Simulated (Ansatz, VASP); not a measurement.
Ni in VASP and in Ansatz

Contents of INCAR:

```
  ALGO = Normal
  EDIFF = 1E-6
  ENCUT = 520
  GGA = RP
  ISIF = 2
  ISMEAR = -1
  ISPIN = 2
  LASPH = T
  LCHARG = F
  LMAXMIX = 4
  LORBIT = 11
  LREAL = F
  LWAVE = F
  MAGMOM = 0.673 0.722 0.722
  NBANDS = 26
  NELM = 150
  PREC = Accurate
  SIGMA = 0.05
```

The input KPOINTS:

```
k-points
0
Gamma
  12 12 17
```

Contents of POSCAR:

```
Ni
1.0
    4.0294883907      0.0000000000      0.0000000000
   -2.0147441954      3.4896393106      0.0000000000
    0.0000000000      0.0000000000      2.4432183929
Ni
3
Direct
    0.0000000000      0.0000000000      0.0000000000
    0.3333333333      0.6666666667      0.5000000000
    0.6666666667      0.3333333333      0.5000000000
```

Input for Ansatz:

```yaml
crystal:
  lattice:
    - [4.0294883907, 0.0, 0.0]
    - [-2.0147441954, 3.4896393106, 0.0]
    - [0.0, 0.0, 2.4432183929]
  atoms:
    - { symbol: Ni, position: [0.0, 0.0, 0.0], spin: 0.673 }
    - { symbol: Ni, position: [0.3333333333, 0.6666666667, 0.5], spin: 0.722 }
    - { symbol: Ni, position: [0.6666666667, 0.3333333333, 0.5], spin: 0.722 }
hamiltonian:
  xc: rpbe
  pseudopotentials:
    kind: paw
    azcp:
      Ni: "pseudopotentials/Ni.paw.azcp"
basis:
  ecutwfc: 420
  fft_grid_basis: typed
kpoints:
  mp_grid: { grid: [12, 12, 17], shift: [0, 0, 0] }
magnetization:
  spin_polarized: true
scf:
  occupations: { method: fermi_dirac, width: 0.05 }
```

Alike in both runs: task single point; functional RPBE; k mesh 12 × 12 × 17; occupations fermi-dirac, width 0.05 eV; collinear spin.

```csv
,VASP,Ansatz
version,VASP 6.6.1,Ansatz 0.2.0
potentials or method,"VASP PAW PBE potentials, release 64 (Ni), cutoff 520 eV","plane waves (420 eV) with PAW, scalar-relativistic"
valence electrons in the cell,30,54
```

|  | VASP | Ansatz | Ansatz less VASP |
| --- | --- | --- | --- |
| net moment per atom (μB) | 0.64 | 0.66 | +0.014 |
| size of the moment on the site where the two differ most (μB) | 0.67 | 0.72 | +0.044 |

VASP's potentials were made for PBE, not for RPBE. Site moments also hang on the region over which each program counts them. The functional is the same, so the differences come from potentials, cutoffs and numerics. VASP's potentials hold 30 valence electrons a cell and Ansatz's 54, so a difference there can come from the potentials and not from the codes.
